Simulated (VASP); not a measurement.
Wanted: the native input for a VASP 6.6.1 run.

- Task: single point
- Functional: PBE
- Potentials or basis: VASP PAW PBE potentials, release 64 (Sb)
- Cutoff: 520 eV
- k mesh: 12 × 8 × 8
- Occupations: gaussian, width 0.05 eV
- Spin: no spin polarisation
- Dipole correction: no
- Further INCAR settings: ALGO = Normal; EDIFF = 1e-06; NBANDS = 12

The structure of Sb lies in POSCAR:

```
Sb
1.0
    3.0146459855      0.0000000000      0.0000000000
    0.0000000000      4.1974824784      0.0000000000
   -0.0375720194      0.0000000000      4.2538033361
Sb
2
Direct
    0.9886110000      0.7500000000      0.7588340000
    0.0113890000      0.2500000000      0.2411660000
```

One way to write it, as run:

INCAR

```
  ALGO = Normal
  EDIFF = 1E-6
  ENCUT = 520
  GGA = PE
  ISIF = 2
  ISMEAR = 0
  LASPH = T
  LCHARG = T
  LELF = T
  LREAL = F
  LVHAR = T
  LWAVE = F
  NBANDS = 12
  NELM = 60
  PREC = Accurate
  SIGMA = 0.05
```

KPOINTS

```
k-points
0
Gamma
  12 8 8
```

Potentials or basis: VASP PAW PBE potentials, release 64 (Sb).

Run with:

```console
$ cat potpaw_PBE.64/Sb/POTCAR > POTCAR
$ mpirun -np 1 vasp_std > vasp.out
```

Results of the run:

```yaml
Pressure: 8.1 GPa
Largest_force: 0.293 eV/Å
Band_gap_on_the_k_mesh: zero (bands 5 and 6 overlap by 9.70 eV)
```

Caveat: the cell stands under pressure; spin-orbit coupling is left out, which moves the levels of the heavy elements.

It took 53 s on 1 thread of Intel(R) Xeon(R) Platinum 8488C (Sapphire Rapids) (shared host), peak memory 0.26 GiB.
